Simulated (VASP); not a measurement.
# LuAu in VASP: notebook

Runs on LuAu. Level: PBE. Tasks: single point.

Everything below comes from runs of VASP 6.6.1. Logs are shortened: lines on timing, memory, paths and dates and some standing lists are left out, and cuts for length are marked.

### Step 1. The cell of the first run

The cell holds an amorphous packing of atoms, 2 atoms: a = 3.396 Å, b = 3.647 Å, c = 3.894 Å, α = 81.19°, β = 92.93°, γ = 91.47°.

### Step 2. Single point, PBE

File INCAR:

```
PREC = Accurate
ENCUT = 520
EDIFF = 1E-6
ISMEAR = 0
SIGMA = 0.1
LREAL = False
LASPH = True
NELM = 80
ALGO = Normal
ISIF = 2
LWAVE = False
LCHARG = False
GGA = PE
NBANDS = 25
```

File KPOINTS:

```
regular mesh
0
Gamma
  8 7 7
```

File POSCAR:

```
LuAu
1.0
    3.3924060000      0.0381870000      0.1433140000
   -0.1570270000      3.6030130000      0.5402030000
   -0.3630200000      0.0067250000      3.8765540000
Au Lu
1 1
Direct
    0.1648040000      0.1396360000      0.7116200000
    0.6714300000      0.7444750000      0.2573370000
```

Potentials or basis: VASP PAW PBE potentials, release 64 (Au, Lu).

Launch:

```console
> cat potpaw_PBE.64/Au/POTCAR potpaw_PBE.64/Lu/POTCAR > POTCAR
> mpirun -np 1 vasp_std > vasp.out
```

OUTCAR:

```text
PREC = Accurate
   ENCUT = 520
   EDIFF = 1E-6
   ISMEAR = 0
   LREAL = False
   LASPH = True
   NELM = 80
   ISIF = 2
   GGA = PE

 ion  position               nearest neighbor table
   1  0.165  0.140  0.712-   2 2.89   2 2.89   2 2.95   2 3.06   2 3.08   2 3.14   2 3.63
   2  0.671  0.744  0.257-   1 2.89   1 2.89   1 2.95   1 3.06   1 3.08   1 3.14   1 3.63

  LATTYP: Found a triclinic cell.
 ALAT       =     3.6466668943
 B/A-ratio  =     1.3488096208
 C/A-ratio  =     1.6205021010
 COS(alpha) =     0.0092234585
 COS(beta)  =     0.5308889147
 COS(gamma) =     0.7236826207

  Lattice vectors:

 A1 = (  -0.1570270000,   3.6030130000,   0.5402030000)
 A2 = (   3.2353790000,   3.6412000000,   0.6835170000)
 A3 = (  -3.1864130000,   3.5581010000,  -3.4796650000)

Analysis of symmetry for initial positions (statically):
=====================================================================
 Subroutine PRICEL returns:
 Original cell was already a primitive cell.

 Routine SETGRP: Setting up the symmetry group for a
 triclinic supercell.

 Subroutine GETGRP returns: Found  1 space group operations
 (whereof  1 operations were pure point group operations)
 out of a pool of  2 trial point group operations.

The static configuration has the point symmetry C_1 .

Analysis of symmetry for dynamics (positions and initial velocities):
=====================================================================
 Subroutine PRICEL returns:
 Original cell was already a primitive cell.

 Routine SETGRP: Setting up the symmetry group for a
 triclinic supercell.

 Subroutine GETGRP returns: Found  1 space group operations
 (whereof  1 operations were pure point group operations)
 out of a pool of  2 trial point group operations.

The dynamic configuration has the point symmetry C_1 .

 Subroutine INISYM returns: Found  1 space group operations
 (whereof  1 operations are pure point group operations),
 and found     1 'primitive' translations

----------------------------------------------------------------------------------------

                                     Primitive cell

  volume of cell :      47.5734

  direct lattice vectors                    reciprocal lattice vectors
     3.392406000  0.038187000  0.143314000     0.293517860  0.008673317  0.027471441
    -0.157027000  3.603013000  0.540203000    -0.003091437  0.277526345 -0.000770947
    -0.363020000  0.006725000  3.876554000    -0.010420393 -0.038994316  0.257052894

  length of vectors
     3.395646569  3.646666894  3.893520215     0.294928196  0.277544633  0.260202482

  position of ions in fractional coordinates (direct lattice)
     0.164804000  0.139636000  0.711620000
     0.671430000  0.744475000  0.257337000

  ion indices of the primitive-cell ions
   primitive index   ion index
                 1           1
                 2           2

----------------------------------------------------------------------------------------

 KPOINTS: regular mesh

Automatic generation of k-mesh.
 Grid dimensions read from file:
 generate k-points for:    8    7    7

 Generating k-lattice:

  Cartesian coordinates                     Fractional coordinates (reciprocal lattice)
     0.036689733  0.001084165  0.003433930     0.125000000  0.000000000  0.000000000
    -0.000441634  0.039646621 -0.000110135    -0.000000000  0.142857143  0.000000000
    -0.001488628 -0.005570617  0.036721842     0.000000000 -0.000000000  0.142857143

  Length of vectors
     0.036866024  0.039649233  0.037171783

  Shift w.r.t. Gamma in fractional coordinates (k-lattice)
     0.000000000  0.000000000  0.000000000

 Subroutine IBZKPT returns following result:
 ===========================================

 Found    197 irreducible k-points:

 Following reciprocal coordinates:
            Coordinates               Weight
  0.000000  0.000000  0.000000      1.000000
  0.125000  0.000000  0.000000      2.000000
  0.250000  0.000000  0.000000      2.000000
  0.375000  0.000000  0.000000      2.000000
  0.500000  0.000000  0.000000      1.000000
 -0.000000  0.142857  0.000000      2.000000
[... 16 lines left out ...]
  0.125000  0.428571 -0.000000      2.000000
  0.250000  0.428571 -0.000000      2.000000
 [... further k-points ...]
   k-points           NKPTS =    197   k-points in BZ     NKDIM =    197   number of bands    NBANDS=     25
   number of dos      NEDOS =    301   number of ions     NIONS =      2
   total plane-waves  NPLWV =  23520
   dimension x,y,z NGX =    28 NGY =   28 NGZ =   30
   dimension x,y,z NGXF=    56 NGYF=   56 NGZF=   60
   ions per type =               1   1
   NGX,Y,Z   is equivalent  to a cutoff of  13.71, 12.76, 12.81 a.u.
   NGXF,Y,Z  is equivalent  to a cutoff of  27.42, 25.53, 25.62 a.u.
 SYSTEM =  unknown system
   PREC   = accura    normal or accurate (medium, high low for compatibility)
   ISTART =      0    job   : 0-new  1-cont  2-samecut
   ICHARG =      2    charge: 1-file 2-atom 10-const
   ISPIN  =      1    spin polarized calculation?
   LNONCOLLINEAR =      F non collinear calculations
   LSORBIT =      F    spin-orbit coupling
   LASPH  =      T    aspherical Exc in radial PAW
   ENCUT  =  520.0 eV  38.22 Ry    6.18 a.u.   6.31  6.78  7.24*2*pi/ulx,y,z
   NELM   =     80;   NELMIN=  2; NELMDL= -5     # of ELM steps
   EDIFF  = 0.1E-05   stopping-criterion for ELM
   LREAL  =      F    real-space projection
   EDIFFG = 0.1E-04   stopping-criterion for IOM
   NSW    =      0    number of steps for IOM
   IBRION =     -1    ionic relax: 0-MD 1-quasi-New 2-CG
   NFREE  =      0    steps in history (QN), initial steepest desc. (CG)
   ISIF   =      2    stress and relaxation
   ISYM   =      2    0-nonsym 1-usesym 2-fastsym
   POTIM  = 0.5000    time-step for ionic-motion
   TEBEG  =    0.0;   TEEND  =   0.0 temperature during run
   PSTRESS=    0.0 pullay stress
   NELECT =      36.0000    total number of electrons
   NUPDOWN=      -1.0000    fix difference up-down
   EMIN   =  10.00;   EMAX   =-10.00  energy-range for DOS
   EFERMI =   0.00;   METHOD = LEGACY
   ISMEAR =     0;   SIGMA  =   0.10  broadening in eV -4-tet -1-fermi 0-gaus
   EFERMI_NEDOS =   21; number of points for ismear=-14 and -15
   IALGO  =     38    algorithm
   IMIX   =      4    mixing-type and parameters
     AMIX     =   0.40;   BMIX     =  1.00
     AMIX_MAG =   1.60;   BMIX_MAG =  1.00
  volume/ion in A,a.u.               =      23.79       160.52
  Fermi-wavevector in a.u.,A,eV,Ry     =   1.491836  2.819160 30.280762  2.225573
  Thomas-Fermi vector in A             =   2.604440
   LORBIT       =      0    0 simple, 1 ext, 2 COOP (PROOUT), +10 PAW based schemes
   GGA     = PE    functional components
   LHFCALC =     F    Hartree Fock is set to
   AEXX    =    0.0000 exact exchange contribution
   IVDW    =     0    specifies the selected vdW correction
   LEPSILON=     F    determine dielectric tensor
   LRPA    =     F    only Hartree local field effects (RPA)
 non-spin polarized calculation
 Gauss-broadening in eV      SIGMA  =   0.10
  energy-cutoff  :      520.00
  volume of cell :       47.57
 maximum number of plane-waves:      1298
 NGX is ok and might be reduce to    28
   NGX = 13   NGY = 13   NGZ = 15

 number of electron      35.9999992 magnetization

 Free energy of the ion-electron system (eV)
  ---------------------------------------------------
  ext. energy  EPLUGINS =         0.00000000
  ---------------------------------------------------
  free energy    TOTEN  =        -9.17090648 eV

  energy without entropy =       -9.16512518  energy(sigma->0) =       -9.16801583

 E-fermi :   4.9332     XC(G=0): -11.2333

 val. band max:        4.9327340621   @ k =   0.0000  -0.2857   0.2857
 cond. band min:       4.9454132038   @ k =   0.2500  -0.2857   0.1429
 fundamental gap:      0.0126791417
 Fermi energy:         4.9332100421

 k-point     1 :       0.0000    0.0000    0.0000
  band No.  band energies     occupation
      1     -51.8091      2.00000
      2     -22.4292      2.00000
      3     -22.4023      2.00000
      4     -22.3286      2.00000
      5      -2.8349      2.00000
      6      -0.7071      2.00000
[... 17 lines left out ...]
     24      11.5953      0.00000
     25      12.0758      0.00000

 k-point     2 :       0.1250    0.0000    0.0000
  band No.  band energies     occupation
      1     -51.8072      2.00000
      2     -22.4252      2.00000
      3     -22.3984      2.00000
      4     -22.3767      2.00000
      5      -2.5503      2.00000
      6      -0.6202      2.00000
[... 17 lines left out ...]
     24      11.2885      0.00000
     25      12.4097      0.00000

 k-point     3 :       0.2500    0.0000    0.0000
  band No.  band energies     occupation
      1     -51.8028      2.00000
      2     -22.4913      2.00000
      3     -22.4155      2.00000
      4     -22.3884      2.00000
      5      -1.7570      2.00000
      6      -0.6075      2.00000
[... 17 lines left out ...]
     24      12.7795      0.00000
     25      13.7246      0.00000

 k-point     4 :       0.3750    0.0000    0.0000
  band No.  band energies     occupation
      1     -51.7983      2.00000
      2     -22.6030      2.00000
      3     -22.4059      2.00000
      4     -22.3786      2.00000
      5      -0.7679      2.00000
      6      -0.6207      2.00000
[... 17 lines left out ...]
     24      14.1186      0.00000
     25      14.6137      0.00000
[... 477 lines left out ...]
 k-point    22 :      -0.0000    0.4286    0.0000
  band No.  band energies     occupation
      1     -51.8046      2.00000
      2     -22.5588      2.00000
      3     -22.4174      2.00000
      4     -22.3194      2.00000
      5      -0.9244      2.00000
      6      -0.6889      2.00000
[... 17 lines left out ...]
     24      12.5004      0.00000
     25      16.0750      0.00000

 k-point    23 :       0.1250    0.4286   -0.0000
  band No.  band energies     occupation
      1     -51.8028      2.00000
      2     -22.5526      2.00000
      3     -22.4125      2.00000
      4     -22.3652      2.00000
      5      -0.7475      2.00000
      6      -0.6712      2.00000
[... 17 lines left out ...]
     24      12.8502      0.00000
     25      14.5994      0.00000

 k-point    24 :       0.2500    0.4286   -0.0000
  band No.  band energies     occupation
      1     -51.7985      2.00000
      2     -22.5375      2.00000
      3     -22.4739      2.00000
      4     -22.4008      2.00000
      5      -0.6750      2.00000
      6      -0.5900      2.00000
[... 17 lines left out ...]
     24      12.5174      0.00000
     25      13.4953      0.00000

 [... further k-points ...]
[... 5 lines left out ...]
  --------------------------------------------------------------------------------------
  -------------------------------------------------------------------------------------
  Total        0.5267468     -0.6138439     -1.3800895      0.0742915     -0.5714344      0.7699117
  in kB       17.7397828    -20.6730394    -46.4786674      2.5019887    -19.2447740     25.9290928
  external PRESSURE =     -16.4706413 kB  Pullay stress =       0.0000000 kB

 VOLUME and BASIS-vectors are now :
 -----------------------------------------------------------------------------
  energy-cutoff  :      520.00
  volume of cell :       47.57
      direct lattice vectors                 reciprocal lattice vectors
     3.392406000  0.038187000  0.143314000     0.293517860  0.008673317  0.027471441
    -0.157027000  3.603013000  0.540203000    -0.003091437  0.277526345 -0.000770947
    -0.363020000  0.006725000  3.876554000    -0.010420393 -0.038994316  0.257052894

 POSITION                                       TOTAL-FORCE (eV/Angst)
 -----------------------------------------------------------------------------------
      0.27882      0.51419      2.85768         0.112748      0.433460     -0.164585
      2.06744      2.70972      1.49597        -0.112748     -0.433460      0.164585
 -----------------------------------------------------------------------------------
    total drift:                                0.000642      0.001182      0.000036

  FREE ENERGIE OF THE ION-ELECTRON SYSTEM (eV)
  ---------------------------------------------------
  free  energy   TOTEN  =        -9.1709064825 eV

  energy  without entropy=       -9.1651251815  energy(sigma->0) =       -9.16801583
```

It took 2.8 min on 1 thread of Intel Xeon 6975P-C, shared host; peak memory 0.37 GiB.

Results:

```
Free energy            : -9.1709 eV
Pressure               : -1.6 GPa
Largest force          : 0.477 eV/Å
Band gap on the k mesh : zero (band 18 reaches 5.73 eV, above the bottom of band 19 at 4.02 eV)
```

Forces in eV/Å, atoms in the order of the input:
```
Au   0.113  0.433 -0.165
Lu  -0.113 -0.433  0.165
```

Caveat: spin-orbit coupling is left out, which moves the levels of the heavy elements.

[end of part 1 of 2]
